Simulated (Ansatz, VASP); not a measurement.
# Al in VASP and in Ansatz

```
Al
1.0
    -1.63100    1.63100    1.51166
     1.63100   -1.63100    1.51166
     1.63100    1.63100   -1.51166
Al
1
Direct
  0.00000 0.00000 0.00000
```

Change from the starting cell: strain +0.025 along x and y, -0.050 along z, atoms carried along.

Alike in both runs: task single point; functional PBEsol; k mesh 20 × 20 × 20; occupations gaussian, width 0.15 eV; no spin polarisation.

```csv
,VASP,Ansatz
version,VASP 6.6.1,Ansatz 0.2.0
potentials or method,"VASP PAW PBE potentials, release 64 (Al), cutoff 520 eV","scalar-relativistic, plane waves, PAW"
valence electrons in the cell,3,3
```

VASP gave:

```
gap on the k mesh at the Fermi level (eV)                     : none
pressure (GPa)                                                : 2.4
traceless stress, the component that is largest in VASP (GPa) : -1.29
```

Q: What did Ansatz give for the same quantities?

A: gap on the k mesh at the Fermi level (eV): none; pressure (GPa): 2.3; traceless stress, the component that is largest in VASP (GPa): -1.28.

VASP's potentials were made for PBE, not for PBEsol. A gap of «none» marks a metal or a gap that the smearing closes.
